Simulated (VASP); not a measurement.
# TiAl (Pm-3m) in VASP: a series of runs

TiAl is run at these levels: LDA, r2SCAN; tasks: single point.

All numbers are computed with VASP 6.6.1; they aren't measurements. Logs are shortened: lines on timing, memory, paths and dates and some standing lists are left out, and cuts for length are marked.

### 1 The cell of the first run

It takes space group Pm-3m (No. 221, cubic). Conventional cell: a = 3.241 Å, b = 3.241 Å, c = 3.241 Å, α = 90.00°, β = 90.00°, γ = 90.00°. Ti (site symmetry m-3m) has 8 Al at 2.81 Å and 6 Ti at 3.24 Å within 3.7 Å. Al (site symmetry m-3m) has 8 Ti at 2.81 Å and 6 Al at 3.24 Å within 3.7 Å.

### 2 Single point, LDA

File INCAR:

```
SYSTEM = TiAl
ALGO = Normal ; EDIFF = 1E-6
ENCUT = 520 ; GGA = CA
ISIF = 2 ; ISMEAR = -1
LASPH = .TRUE. ; LCHARG = .FALSE.
LREAL = .FALSE. ; LWAVE = .FALSE.
NBANDS = 14 ; NELM = 60
PREC = Accurate ; SIGMA = 0.05
```

File KPOINTS:

```
k-points
0
G
  8 8 8
  0 0 0
```

File POSCAR:

```
TiAl
1.0
    3.2414144177      0.0000000000      0.0000000000
    0.0000000000      3.2414144177      0.0000000000
    0.0000000000      0.0000000000      3.2414144177
Ti Al
1 1
Direct
    0.0000000000      0.0000000000      0.0000000000
    0.5000000000      0.5000000000      0.5000000000
```

Potentials or basis: VASP PAW LDA potentials, release 64 (Ti_sv, Al).

Launch:

```console
cat potpaw_LDA.64/Ti_sv/POTCAR potpaw_LDA.64/Al/POTCAR > POTCAR
mpirun -np 1 vasp_std > vasp.out
```

OUTCAR:

```text
SYSTEM = TiAl
   EDIFF = 1E-6
   ENCUT = 520
   GGA = CA
   ISIF = 2
   ISMEAR = -1
   LASPH = .TRUE.
   LREAL = .FALSE.
   NELM = 60
   PREC = Accurate

 ion  position               nearest neighbor table
   1  0.000  0.000  0.000-   2 2.81   2 2.81   2 2.81   2 2.81   2 2.81   2 2.81   2 2.81   2 2.81

   2  0.500  0.500  0.500-   1 2.81   1 2.81   1 2.81   1 2.81   1 2.81   1 2.81   1 2.81   1 2.81

  LATTYP: Found a simple cubic cell.
 ALAT       =     3.2414144177

  Lattice vectors:

 A1 = (   3.2414144177,   0.0000000000,   0.0000000000)
 A2 = (   0.0000000000,   3.2414144177,   0.0000000000)
 A3 = (   0.0000000000,   0.0000000000,   3.2414144177)

Analysis of symmetry for initial positions (statically):
=====================================================================
 Subroutine PRICEL returns:
 Original cell was already a primitive cell.

 Routine SETGRP: Setting up the symmetry group for a
 simple cubic supercell.

 Subroutine GETGRP returns: Found 48 space group operations
 (whereof 48 operations were pure point group operations)
 out of a pool of 48 trial point group operations.

The static configuration has the point symmetry O_h .

Analysis of symmetry for dynamics (positions and initial velocities):
=====================================================================
 Subroutine PRICEL returns:
 Original cell was already a primitive cell.

 Routine SETGRP: Setting up the symmetry group for a
 simple cubic supercell.

 Subroutine GETGRP returns: Found 48 space group operations
 (whereof 48 operations were pure point group operations)
 out of a pool of 48 trial point group operations.

The dynamic configuration has the point symmetry O_h .

 Subroutine INISYM returns: Found 48 space group operations
 (whereof 48 operations are pure point group operations),
 and found     1 'primitive' translations

----------------------------------------------------------------------------------------

                                     Primitive cell

  volume of cell :      34.0568

  direct lattice vectors                    reciprocal lattice vectors
     3.241414418  0.000000000  0.000000000     0.308507297  0.000000000  0.000000000
     0.000000000  3.241414418  0.000000000     0.000000000  0.308507297  0.000000000
     0.000000000  0.000000000  3.241414418     0.000000000  0.000000000  0.308507297

  length of vectors
     3.241414418  3.241414418  3.241414418     0.308507297  0.308507297  0.308507297

  position of ions in fractional coordinates (direct lattice)
     0.000000000  0.000000000  0.000000000
     0.500000000  0.500000000  0.500000000

  ion indices of the primitive-cell ions
   primitive index   ion index
                 1           1
                 2           2

----------------------------------------------------------------------------------------

 KPOINTS: k-points

Automatic generation of k-mesh.
 Grid dimensions read from file:
 generate k-points for:    8    8    8

 Generating k-lattice:

  Cartesian coordinates                     Fractional coordinates (reciprocal lattice)
     0.038563412  0.000000000  0.000000000     0.125000000  0.000000000  0.000000000
     0.000000000  0.038563412  0.000000000     0.000000000  0.125000000  0.000000000
     0.000000000  0.000000000  0.038563412     0.000000000  0.000000000  0.125000000

  Length of vectors
     0.038563412  0.038563412  0.038563412

  Shift w.r.t. Gamma in fractional coordinates (k-lattice)
     0.000000000  0.000000000  0.000000000

 Subroutine IBZKPT returns following result:
 ===========================================

 Found     35 irreducible k-points:

 Following reciprocal coordinates:
            Coordinates               Weight
  0.000000  0.000000  0.000000      1.000000
  0.125000  0.000000  0.000000      6.000000
  0.250000  0.000000  0.000000      6.000000
  0.375000  0.000000  0.000000      6.000000
  0.500000  0.000000  0.000000      3.000000
  0.125000  0.125000  0.000000     12.000000
[... 16 lines left out ...]
  0.375000  0.375000  0.125000     24.000000
  0.500000  0.375000  0.125000     24.000000
 [... further k-points ...]
   k-points           NKPTS =     35   k-points in BZ     NKDIM =     35   number of bands    NBANDS=     14
   number of dos      NEDOS =    301   number of ions     NIONS =      2
   total plane-waves  NPLWV =  13824
   dimension x,y,z NGX =    24 NGY =   24 NGZ =   24
   dimension x,y,z NGXF=    48 NGYF=   48 NGZF=   48
   ions per type =               1   1
   NGX,Y,Z   is equivalent  to a cutoff of  12.31, 12.31, 12.31 a.u.
   NGXF,Y,Z  is equivalent  to a cutoff of  24.62, 24.62, 24.62 a.u.
 SYSTEM =  TiAl
   PREC   = accura    normal or accurate (medium, high low for compatibility)
   ISTART =      0    job   : 0-new  1-cont  2-samecut
   ICHARG =      2    charge: 1-file 2-atom 10-const
   ISPIN  =      1    spin polarized calculation?
   LNONCOLLINEAR =      F non collinear calculations
   LSORBIT =      F    spin-orbit coupling
   LASPH  =      T    aspherical Exc in radial PAW
   ENCUT  =  520.0 eV  38.22 Ry    6.18 a.u.   6.03  6.03  6.03*2*pi/ulx,y,z
   NELM   =     60;   NELMIN=  2; NELMDL= -5     # of ELM steps
   EDIFF  = 0.1E-05   stopping-criterion for ELM
   LREAL  =      F    real-space projection
   EDIFFG = 0.1E-04   stopping-criterion for IOM
   NSW    =      0    number of steps for IOM
   IBRION =     -1    ionic relax: 0-MD 1-quasi-New 2-CG
   NFREE  =      0    steps in history (QN), initial steepest desc. (CG)
   ISIF   =      2    stress and relaxation
   ISYM   =      2    0-nonsym 1-usesym 2-fastsym
   POTIM  = 0.5000    time-step for ionic-motion
   TEBEG  =    0.0;   TEEND  =   0.0 temperature during run
   PSTRESS=    0.0 pullay stress
   NELECT =      15.0000    total number of electrons
   NUPDOWN=      -1.0000    fix difference up-down
   EMIN   =  10.00;   EMAX   =-10.00  energy-range for DOS
   EFERMI =   0.00;   METHOD = LEGACY
   ISMEAR =    -1;   SIGMA  =   0.05  broadening in eV -4-tet -1-fermi 0-gaus
   EFERMI_NEDOS =   21; number of points for ismear=-14 and -15
   IALGO  =     38    algorithm
   IMIX   =      4    mixing-type and parameters
     AMIX     =   0.40;   BMIX     =  1.00
     AMIX_MAG =   1.60;   BMIX_MAG =  1.00
  volume/ion in A,a.u.               =      17.03       114.91
  Fermi-wavevector in a.u.,A,eV,Ry     =   1.245577  2.353800 21.108934  1.551463
  Thomas-Fermi vector in A             =   2.379793
   LORBIT       =      0    0 simple, 1 ext, 2 COOP (PROOUT), +10 PAW based schemes
   GGA     = CA    functional components
   LHFCALC =     F    Hartree Fock is set to
   AEXX    =    0.0000 exact exchange contribution
   IVDW    =     0    specifies the selected vdW correction
   LEPSILON=     F    determine dielectric tensor
   LRPA    =     F    only Hartree local field effects (RPA)
 non-spin polarized calculation
  energy-cutoff  :      520.00
  volume of cell :       34.06
 maximum number of plane-waves:       932
   NGX = 13   NGY = 13   NGZ = 13

 number of electron      15.0000003 magnetization

 Free energy of the ion-electron system (eV)
  ---------------------------------------------------
  ext. energy  EPLUGINS =         0.00000000
  ---------------------------------------------------
  free energy    TOTEN  =       -13.17355648 eV

  energy without entropy =      -13.14734841  energy(sigma->0) =      -13.16045244

 E-fermi :   7.9213     XC(G=0): -11.0636

 val. band max:        7.9198240623   @ k =   0.3750   0.3750   0.2500
 cond. band min:       7.9429341829   @ k =   0.5000   0.3750   0.2500
 fundamental gap:      0.0231101206
 Fermi energy:         7.9213055257

 k-point     1 :       0.0000    0.0000    0.0000
  band No.  band energies     occupation
      1     -48.3826      2.00000
      2     -24.9712      2.00000
      3     -24.9712      2.00000
      4     -24.9712      2.00000
      5      -1.0171      2.00000
      6       6.6388      2.00000
      7       6.6388      2.00000
      8       9.5429      0.00000
      9       9.5429      0.00000
     10       9.5429      0.00000
     11      12.0723      0.00000
     12      12.0723      0.00000
     13      12.0723      0.00000
     14      16.5102      0.00000

 k-point     2 :       0.1250    0.0000    0.0000
  band No.  band energies     occupation
      1     -48.3808      2.00000
      2     -24.9922      2.00000
      3     -24.9694      2.00000
      4     -24.9694      2.00000
      5      -0.7810      2.00000
      6       6.4862      2.00000
      7       6.7391      2.00000
      8       9.1937      0.00000
      9       9.1937      0.00000
     10       9.5692      0.00000
     11      11.2301      0.00000
     12      12.6025      0.00000
     13      12.6025      0.00000
     14      16.2295      0.00000

 k-point     3 :       0.2500    0.0000    0.0000
  band No.  band energies     occupation
      1     -48.3766      2.00000
      2     -25.0427      2.00000
      3     -24.9649      2.00000
      4     -24.9649      2.00000
      5      -0.0918      2.00000
      6       5.6967      2.00000
      7       7.0014      2.00000
      8       8.6056      0.00000
      9       8.6056      0.00000
     10       9.6337      0.00000
     11      10.4442      0.00000
     12      13.7554      0.00000
     13      13.7554      0.00000
     14      15.5307      0.00000
[... 324 lines left out ...]
 k-point    23 :       0.3750    0.3750    0.1250
  band No.  band energies     occupation
      1     -48.3606      2.00000
      2     -25.0754      2.00000
      3     -25.0735      2.00000
      4     -24.9694      2.00000
      5       2.5745      2.00000
      6       5.4042      2.00000
      7       5.9151      2.00000
      8       7.6432      1.99235
      9       8.5636      0.00001
     10       8.7703      0.00000
     11      10.6871      0.00000
     12      11.9710      0.00000
     13      13.4400      0.00000
     14      14.7373      0.00000

 k-point    24 :       0.5000    0.3750    0.1250
  band No.  band energies     occupation
      1     -48.3589      2.00000
      2     -25.0941      2.00000
      3     -25.0718      2.00000
      4     -24.9674      2.00000
      5       3.0222      2.00000
      6       5.0623      2.00000
      7       6.0776      2.00000
      8       7.3973      1.99994
      9       8.7375      0.00000
     10       8.7601      0.00000
     11      10.5553      0.00000
     12      12.1074      0.00000
     13      12.6877      0.00000
     14      14.9174      0.00000

 [... further k-points ...]
[... 5 lines left out ...]
  --------------------------------------------------------------------------------------
  -------------------------------------------------------------------------------------
  Total       -2.3316910     -2.3316910     -2.3316910      0.0000000      0.0000000      0.0000000
  in kB     -109.6927419   -109.6927419   -109.6927419      0.0000000      0.0000000      0.0000000
  external PRESSURE =    -109.6927419 kB  Pullay stress =       0.0000000 kB

 VOLUME and BASIS-vectors are now :
 -----------------------------------------------------------------------------
  energy-cutoff  :      520.00
  volume of cell :       34.06
      direct lattice vectors                 reciprocal lattice vectors
     3.241414418  0.000000000  0.000000000     0.308507297  0.000000000  0.000000000
     0.000000000  3.241414418  0.000000000     0.000000000  0.308507297  0.000000000
     0.000000000  0.000000000  3.241414418     0.000000000  0.000000000  0.308507297

 POSITION                                       TOTAL-FORCE (eV/Angst)
 -----------------------------------------------------------------------------------
      0.00000      0.00000      0.00000         0.000000      0.000000      0.000000
      1.62071      1.62071      1.62071         0.000000      0.000000      0.000000
 -----------------------------------------------------------------------------------
    total drift:                                0.000000      0.000000      0.000000

  FREE ENERGIE OF THE ION-ELECTRON SYSTEM (eV)
  ---------------------------------------------------
  free  energy   TOTEN  =       -13.1735564779 eV

  energy  without entropy=      -13.1473484107  energy(sigma->0) =      -13.16045244
```

Wall time 13 s (1 thread of Intel Xeon 8259CL, shared host); peak memory 0.14 GiB.

Results:

```yaml
Free_energy: -13.1736 eV
Pressure: -11.0 GPa
```

Levels at points of the mesh, in eV from the Fermi level:
```
           k point  band 3  band 4  band 5  band 6  band 7  band 8  band 9  band 10  band 11  band 12
(0.00, 0.00, 0.00)  -32.89  -32.89   -8.94   -1.28   -1.28    1.62    1.62     1.62     4.15     4.15
(0.50, 0.00, 0.00)  -32.88  -32.88   -5.88   -4.95   -0.48    0.10    0.10     1.81     2.76     6.57
(0.50, 0.50, 0.00)  -33.02  -32.87   -4.85   -1.99   -1.99   -1.37    0.63     0.63     2.53     4.29
(0.50, 0.50, 0.50)  -33.00  -33.00   -2.90   -2.90   -2.90    0.24    2.59     2.59     2.85     2.85
```

(Part 1 of 2 ends here.)
